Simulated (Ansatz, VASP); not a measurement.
## Ca in VASP and in Ansatz

```xyz
5
Lattice="3.7751 0.0000 0.0000 -1.8875 3.2693 0.0000 0.0000 0.0000 27.3293" Properties=species:S:1:pos:R:3 pbc="T T T"
Ca    1.8875    1.0898    7.6430
Ca    0.0000    2.1795   10.6174
Ca    0.0000    0.0000   13.6647
Ca    1.8875    1.0898   16.7120
Ca    0.0000    2.1795   19.6863
```

Alike in both runs: functional LDA; k mesh 9 × 9 × 1; occupations gaussian, width 0.1 eV; no spin polarisation.

Ansatz relaxed the structure, and its values are those at the end. VASP's run is a single point on that final structure, the one shown.

|  | VASP | Ansatz |
| --- | --- | --- |
| version | VASP 6.6.1 | Ansatz 0.2.0 |
| potentials or method | VASP PAW LDA potentials, release 64 (Ca_sv), cutoff 520 eV | scalar-relativistic, plane waves, PAW |
| valence electrons in the cell | 50 | 50 |

|  | VASP | Ansatz | Ansatz less VASP |
| --- | --- | --- | --- |
| gap on the k mesh at the Fermi level (eV) | none | none | - |
| rms of the force components (eV/Å) | 0.004 | 0.003 | -0.0011 |
| work function, face that differs most (eV) | 2.98 | 2.98 | +0.002 |

LDA's correlation is that of Perdew and Zunger in VASP and of Perdew and Wang (1992) in Ansatz. A gap of «none» marks a metal or a gap that the smearing closes. Ansatz's warnings: vacuum density over bound.
